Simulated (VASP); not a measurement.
# Al (P6/mmm) in VASP: notebook

Runs on Al. Level: PBE. Tasks: relaxation of cell and atoms, single point.

Everything below comes from runs of VASP 6.6.1. Logs are shortened: lines on timing, memory, paths and dates and some standing lists are left out, and cuts for length are marked.

## (1) The cell of the first run

The structure is hexagonal, space group P6/mmm (No. 191). Conventional cell: a = 4.316 Å, b = 4.316 Å, c = 2.494 Å, α = 90.00°, β = 90.00°, γ = 120.00°. Al (site symmetry -6m2) has 5 Al at 2.49 Å within 3.3 Å.

## (2) Relaxation of cell and atoms, PBE

File INCAR:

```
SYSTEM = Al
  PREC = Accurate
  ENCUT = 600
  EDIFF = 1E-6
  ISMEAR = 0
  SIGMA = 0.1
  LREAL = .FALSE.
  LASPH = .TRUE.
  NELM = 100
  ALGO = Normal
  ISIF = 3
  LWAVE = .FALSE.
  LCHARG = .FALSE.
  GGA = PE
  IBRION = 2
  NSW = 90
  EDIFFG = -0.04
```

File KPOINTS:

```
Automatic mesh
0
G
  6 6 6
  0 0 0
```

File POSCAR:

```
Al
1.0
    4.3158969100      0.0000000000      0.0000000000
   -2.1579484500      3.7376763600      0.0000000000
    0.0000000000      0.0000000000      2.4938236400
Al
2
Direct
    0.3333333300      0.6666666700      0.5000000000
    0.6666666700      0.3333333300      0.5000000000
```

Potentials or basis: VASP PAW PBE potentials, release 64 (Al).

Command:

```console
> cat potpaw_PBE.64/Al/POTCAR > POTCAR
> mpirun -np 1 vasp_std > vasp.out
```

OUTCAR:

```text
SYSTEM = Al
   PREC = Accurate
   ENCUT = 600
   EDIFF = 1E-6
   ISMEAR = 0
   LREAL = .FALSE.
   LASPH = .TRUE.
   NELM = 100
   ISIF = 3
   GGA = PE
   IBRION = 2
   NSW = 90
   EDIFFG = -0.04

 ion  position               nearest neighbor table
   1  0.333  0.667  0.500-   2 2.49   2 2.49   2 2.49
   2  0.667  0.333  0.500-   1 2.49   1 2.49   1 2.49

  LATTYP: Found a hexagonal cell.
 ALAT       =     4.3158969100
 C/A-ratio  =     0.5778228007

  Lattice vectors:

 A1 = (   4.3158969100,   0.0000000000,   0.0000000000)
 A2 = (  -2.1579484500,   3.7376763600,   0.0000000000)
 A3 = (   0.0000000000,   0.0000000000,   2.4938236400)

Analysis of symmetry for initial positions (statically):
=====================================================================
 Subroutine PRICEL returns:
 Original cell was already a primitive cell.

 Routine SETGRP: Setting up the symmetry group for a
 hexagonal supercell.

 Subroutine GETGRP returns: Found 24 space group operations
 (whereof 24 operations were pure point group operations)
 out of a pool of 24 trial point group operations.

The static configuration has the point symmetry D_6h.

Analysis of symmetry for dynamics (positions and initial velocities):
=====================================================================
 Subroutine PRICEL returns:
 Original cell was already a primitive cell.

 Routine SETGRP: Setting up the symmetry group for a
 hexagonal supercell.

 Subroutine GETGRP returns: Found 24 space group operations
 (whereof 24 operations were pure point group operations)
 out of a pool of 24 trial point group operations.

The dynamic configuration has the point symmetry D_6h.

 Subroutine INISYM returns: Found 24 space group operations
 (whereof 24 operations are pure point group operations),
 and found     1 'primitive' translations

----------------------------------------------------------------------------------------

                                     Primitive cell

  volume of cell :      40.2289

  direct lattice vectors                    reciprocal lattice vectors
     4.315896910  0.000000000  0.000000000     0.231701549  0.133772952  0.000000000
    -2.157948450  3.737676360  0.000000000     0.000000000  0.267545904  0.000000000
     0.000000000  0.000000000  2.493823640     0.000000000  0.000000000  0.400990665

  length of vectors
     4.315896910  4.315896904  2.493823640     0.267545903  0.267545904  0.400990665

  position of ions in fractional coordinates (direct lattice)
     0.333333330  0.666666670  0.500000000
     0.666666670  0.333333330  0.500000000

  ion indices of the primitive-cell ions
   primitive index   ion index
                 1           1
                 2           2

----------------------------------------------------------------------------------------

 KPOINTS: Automatic mesh

Automatic generation of k-mesh.
 Grid dimensions read from file:
 generate k-points for:    6    6    6

 Generating k-lattice:

  Cartesian coordinates                     Fractional coordinates (reciprocal lattice)
     0.038616925  0.022295492  0.000000000     0.166666667  0.000000000  0.000000000
     0.000000000  0.044590984  0.000000000     0.000000000  0.166666667  0.000000000
     0.000000000  0.000000000  0.066831778     0.000000000  0.000000000  0.166666667

  Length of vectors
     0.044590984  0.044590984  0.066831778

  Shift w.r.t. Gamma in fractional coordinates (k-lattice)
     0.000000000  0.000000000  0.000000000

 Subroutine IBZKPT returns following result:
 ===========================================

 Found     28 irreducible k-points:

 Following reciprocal coordinates:
            Coordinates               Weight
  0.000000  0.000000  0.000000      1.000000
  0.166667 -0.000000  0.000000      6.000000
  0.333333 -0.000000  0.000000      6.000000
  0.500000 -0.000000  0.000000      3.000000
  0.166667  0.166667  0.000000      6.000000
  0.333333  0.166667  0.000000     12.000000
[... 16 lines left out ...]
  0.166667 -0.000000  0.500000      6.000000
  0.333333 -0.000000  0.500000      6.000000
 [... further k-points ...]
   k-points           NKPTS =     28   k-points in BZ     NKDIM =     28   number of bands    NBANDS=      7
   number of dos      NEDOS =    301   number of ions     NIONS =      2
   total plane-waves  NPLWV =  25920
   dimension x,y,z NGX =    36 NGY =   36 NGZ =   20
   dimension x,y,z NGXF=    72 NGYF=   72 NGZF=   40
   ions per type =               2
   NGX,Y,Z   is equivalent  to a cutoff of  13.87, 13.87, 13.33 a.u.
   NGXF,Y,Z  is equivalent  to a cutoff of  27.73, 27.73, 26.67 a.u.
 SYSTEM =  Al
   PREC   = accura    normal or accurate (medium, high low for compatibility)
   ISTART =      0    job   : 0-new  1-cont  2-samecut
   ICHARG =      2    charge: 1-file 2-atom 10-const
   ISPIN  =      1    spin polarized calculation?
   LNONCOLLINEAR =      F non collinear calculations
   LSORBIT =      F    spin-orbit coupling
   LASPH  =      T    aspherical Exc in radial PAW
   ENCUT  =  600.0 eV  44.10 Ry    6.64 a.u.   8.62  8.62  4.98*2*pi/ulx,y,z
   NELM   =    100;   NELMIN=  2; NELMDL= -5     # of ELM steps
   EDIFF  = 0.1E-05   stopping-criterion for ELM
   LREAL  =      F    real-space projection
   EDIFFG = -.4E-01   stopping-criterion for IOM
   NSW    =     90    number of steps for IOM
   IBRION =      2    ionic relax: 0-MD 1-quasi-New 2-CG
   NFREE  =      1    steps in history (QN), initial steepest desc. (CG)
   ISIF   =      3    stress and relaxation
   ISYM   =      2    0-nonsym 1-usesym 2-fastsym
   POTIM  = 0.5000    time-step for ionic-motion
   TEBEG  =    0.0;   TEEND  =   0.0 temperature during run
   PSTRESS=    0.0 pullay stress
   NELECT =       6.0000    total number of electrons
   NUPDOWN=      -1.0000    fix difference up-down
   EMIN   =  10.00;   EMAX   =-10.00  energy-range for DOS
   EFERMI =   0.00;   METHOD = LEGACY
   ISMEAR =     0;   SIGMA  =   0.10  broadening in eV -4-tet -1-fermi 0-gaus
   EFERMI_NEDOS =   21; number of points for ismear=-14 and -15
   IALGO  =     38    algorithm
   IMIX   =      4    mixing-type and parameters
     AMIX     =   0.40;   BMIX     =  1.00
     AMIX_MAG =   1.60;   BMIX_MAG =  1.00
  volume/ion in A,a.u.               =      20.11       135.74
  Fermi-wavevector in a.u.,A,eV,Ry     =   0.868185  1.640632 10.255332  0.753746
  Thomas-Fermi vector in A             =   1.986827
   LORBIT       =      0    0 simple, 1 ext, 2 COOP (PROOUT), +10 PAW based schemes
   GGA     = PE    functional components
   LHFCALC =     F    Hartree Fock is set to
   AEXX    =    0.0000 exact exchange contribution
   IVDW    =     0    specifies the selected vdW correction
   LEPSILON=     F    determine dielectric tensor
   LRPA    =     F    only Hartree local field effects (RPA)
 conjugate gradient relaxation of ions
 non-spin polarized calculation
 Gauss-broadening in eV      SIGMA  =   0.10
  energy-cutoff  :      600.00
  volume of cell :       40.23
 maximum number of plane-waves:      1366
 NGX is ok and might be reduce to    36
   NGX = 17   NGY = 17   NGZ =  9

--------------------------------------- Ionic step        1  -------------------------------------------

 number of electron       6.0000000 magnetization

 Free energy of the ion-electron system (eV)
  ---------------------------------------------------
  ext. energy  EPLUGINS =         0.00000000
  ---------------------------------------------------
  free energy    TOTEN  =        -6.13140978 eV

  energy without entropy =       -6.12711006  energy(sigma->0) =       -6.12925992

 E-fermi :   5.7117     XC(G=0):  -9.1811

 val. band max:        5.6665731268   @ k =   0.0000   0.0000   0.3333
 cond. band min:       5.7154366508   @ k =   0.0000   0.0000   0.1667
 fundamental gap:      0.0488635239
 Fermi energy:         5.7116839833

 k-point     1 :       0.0000    0.0000    0.0000
  band No.  band energies     occupation
      1      -4.3572      2.00000
      2       4.2727      2.00000
      3       4.2727      2.00000
      4       5.1304      2.00000
      5       7.4857      0.00000
      6       7.4857      0.00000
      7      10.9741      0.00000

 k-point     2 :       0.1667   -0.0000    0.0000
  band No.  band energies     occupation
      1      -4.0944      2.00000
      2       2.2630      2.00000
      3       3.8428      2.00000
      4       6.1581      0.00000
      5       7.9556      0.00000
      6       8.4543      0.00000
      7      12.4492      0.00000
[... 278 lines left out ...]
 POSITION                                       TOTAL-FORCE (eV/Angst)
 -----------------------------------------------------------------------------------
     -0.00000      2.68277      1.35370        -0.000000      0.000000     -0.000000
      2.32335      1.34138      1.35370         0.000000     -0.000000      0.000000
 -----------------------------------------------------------------------------------
    total drift:                                0.000000     -0.000000     -0.000000

  FREE ENERGIE OF THE ION-ELECTRON SYSTEM (eV)
  ---------------------------------------------------
  free  energy   TOTEN  =        -6.4416145351 eV

  energy  without entropy=       -6.4330708385  energy(sigma->0) =       -6.43734269

--------------------------------------- Ionic step        3  -------------------------------------------

 number of electron       6.0000000 magnetization

 Free energy of the ion-electron system (eV)
  ---------------------------------------------------
  ext. energy  EPLUGINS =         0.00000000
  ---------------------------------------------------
  free energy    TOTEN  =        -6.44768194 eV

  energy without entropy =       -6.43970127  energy(sigma->0) =       -6.44369161

 E-fermi :   4.0994     XC(G=0):  -8.4829

 val. band max:        3.9925200938   @ k =   0.3333  -0.0000   0.5000
 cond. band min:       4.1225714121   @ k =   0.3333  -0.0000   0.3333
 fundamental gap:      0.1300513184
 Fermi energy:         4.0993778080

 k-point     1 :       0.0000    0.0000    0.0000
  band No.  band energies     occupation
      1      -4.8692      2.00000
      2       2.9364      2.00000
      3       2.9364      2.00000
      4       2.9793      2.00000
      5       6.0257      0.00000
      6       6.0257      0.00000
      7       9.2802      0.00000

 k-point     2 :       0.1667   -0.0000    0.0000
  band No.  band energies     occupation
      1      -4.6436      2.00000
      2       0.8947      2.00000
      3       2.5829      2.00000
      4       4.4266      0.00000
      5       6.2288      0.00000
      6       6.8553      0.00000
      7      10.5505      0.00000
[... 242 lines left out ...]
 POSITION                                       TOTAL-FORCE (eV/Angst)
 -----------------------------------------------------------------------------------
     -0.00000      2.65653      1.33903         0.000000     -0.000000      0.000000
      2.30062      1.32827      1.33903        -0.000000      0.000000     -0.000000
 -----------------------------------------------------------------------------------
    total drift:                                0.000000     -0.000000     -0.000000

  FREE ENERGIE OF THE ION-ELECTRON SYSTEM (eV)
  ---------------------------------------------------
  free  energy   TOTEN  =        -6.4476819448 eV

  energy  without entropy=       -6.4397012678  energy(sigma->0) =       -6.44369161

 reached required accuracy - stopping structural energy minimisation
```

Run time: 17 s. Hardware: 1 thread of Intel Xeon Platinum 8259CL at 2.50GHz (Skylake/Cascade Lake), shared host; peak memory 0.15 GiB.

What came out:

| Property | Result |
| --- | --- |
| Free energy | -6.4477 eV |
| Relaxed volume | 24.55 Å³/atom |
| Relaxed cell | a = 4.601 Å, b = 4.601 Å, c = 2.678 Å, α = 90.00°, β = 90.00°, γ = 120.00° |
| Space group after relaxing (to 0.05 Å) | P6/mmm (No. 191) |
| Energy gained by relaxing | 158.1 meV/atom |
| Ionic steps | 3 |
| Pressure after relaxing | 0.0 GPa |
| Band gap on the k mesh | zero (band 3 reaches 6.33 eV, above the bottom of band 4 at 2.46 eV) |

Stress tensor (GPa, compression positive):
```
-0.09  0.00  0.00
 0.00 -0.09  0.00
 0.00  0.00  0.24
```

The path:
```csv
step,energy change (eV),largest force (eV/Å),pressure (GPa),volume (Å³)
1,0.0000,0.0000,13.15,40.23
2,-0.3102,0.0000,-1.27,50.63
3,-0.3163,0.0000,0.02,49.10
```

Final structure:
```yaml
crystal:
  lattice:
    - [4.60125, 0.00000, 0.00000]
    - [-2.30062, 3.98480, 0.00000]
    - [0.00000, 0.00000, 2.67806]
  atoms:
    - { symbol: Al, position: [0.33333, 0.66667, 0.50000] }
    - { symbol: Al, position: [0.66667, 0.33333, 0.50000] }
```

Levels at points of the mesh, in eV from the Fermi level:
| k point | band 1 | band 2 | band 3 | band 4 | band 5 | band 6 | band 7 |
| --- | --- | --- | --- | --- | --- | --- | --- |
| (0.00, 0.00, 0.00) | -8.97 | -1.16 | -1.16 | -1.12 | 1.93 | 1.93 | 5.18 |
| (0.50, 0.00, 0.00) | -7.45 | -6.09 | -2.19 | -0.18 | 6.47 | 6.97 | 6.97 |
| (0.00, 0.00, 0.50) | -4.22 | -3.64 | 2.23 | 2.43 | 2.43 | 5.14 | 5.14 |
| (0.50, 0.00, 0.50) | -2.65 | -2.32 | -1.45 | -0.98 | 1.53 | 4.02 | 4.77 |

Caveat: the k points lie up to 0.39 Å⁻¹ apart in the final cell; the volume moved by over 15 % at a fixed basis, so the end points are rough.

## (3) Single point, PBE

File INCAR:

```
ALGO = Normal ; EDIFF = 1E-6
ENCUT = 520 ; GGA = PE
ISIF = 2 ; ISMEAR = 0
LASPH = True ; LCHARG = False
LREAL = False ; LWAVE = False
NBANDS = 10 ; NELM = 80
PREC = Accurate ; SIGMA = 0.1
```

File KPOINTS:

```
k-points
0
Gamma
  6 6 6
```

POSCAR is that of step 2.

Potentials or basis: VASP PAW PBE potentials, release 64 (Al).

Command:

```console
> cat potpaw_PBE.64/Al/POTCAR > POTCAR
> mpirun -np 1 vasp_std > vasp.out
```

Run time: 10 s. Hardware: 1 thread of AMD EPYC 9R45 (Zen 5), shared host; peak memory 0.11 GiB.

The run converged. Its results:

```yaml
Free_energy: -6.1312 eV
Pressure: 13.2 GPa
Band_gap_on_the_k_mesh: zero (band 3 reaches 8.47 eV, above the bottom of band 4 at 4.17 eV)
```

Stress tensor (GPa, compression positive):
```
12.66  0.00  0.00
 0.00 12.66  0.00
 0.00  0.00 14.14
```

Levels at points of the mesh, in eV from the Fermi level:
```csv
k point,band 1,band 2,band 3,band 4,band 5,band 6,band 7
"(0.00, 0.00, 0.00)",-10.07,-1.44,-1.44,-0.58,1.77,1.77,5.26
"(0.50, 0.00, 0.00)",-8.27,-6.83,-2.66,-0.42,7.38,7.67,7.79
"(0.00, 0.00, 0.50)",-4.34,-4.25,2.76,3.01,3.01,5.11,5.11
"(0.50, 0.00, 0.50)",-2.78,-2.36,-1.31,-1.21,1.94,3.84,5.35
```

Caveat: the k points lie up to 0.42 Å⁻¹ apart.
